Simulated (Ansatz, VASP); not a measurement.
One calculation of CuNi2, two programs

```xyz
6
Lattice="2.4996 0.0000 0.0000 -1.2498 2.1647 0.0000 0.0000 0.0000 12.4327" Properties=species:S:1:pos:R:3 pbc="T T T"
Cu    0.0000    0.0000    2.0874
Cu    0.0000    0.0000   10.3453
Ni    0.0000    0.0000    6.2163
Ni    0.0000    1.4431    4.1899
Ni    0.0000    1.4431    8.2427
Ni    0.0000    1.4431    0.0000
```

Alike in both runs: functional PBE; k mesh 18 × 18 × 4; occupations gaussian, width 0.1 eV; collinear spin.

Ansatz relaxed the structure, and its values are those at the end. VASP's run is a single point on that final structure, the one shown.

|  | VASP | Ansatz |
| --- | --- | --- |
| version | VASP 6.6.1 | Ansatz 0.2.0 |
| potentials or method | VASP PAW PBE potentials, release 64 (Cu, Ni), cutoff 520 eV | scalar-relativistic, plane waves, PAW |
| valence electrons in the cell | 62 | 110 |

|  | VASP | Ansatz | Ansatz less VASP |
| --- | --- | --- | --- |
| gap on the k mesh at the Fermi level (eV) | none | none | - |
| pressure (GPa) | 0.2 | 0.0 | -0.17 |
| net moment per atom (μB) | 0.25 | 0.29 | +0.037 |
| size of the moment on the site where the two differ most (μB) | 0.05 | 0.18 | +0.129 |

Site moments also hang on the region over which each program counts them. A gap of «none» marks a metal or a gap that the smearing closes. With one functional, cell and mesh, what is left measures potentials, basis and numerics. VASP's potentials hold 62 valence electrons a cell and Ansatz's 110, so a difference there can come from the potentials and not from the codes.
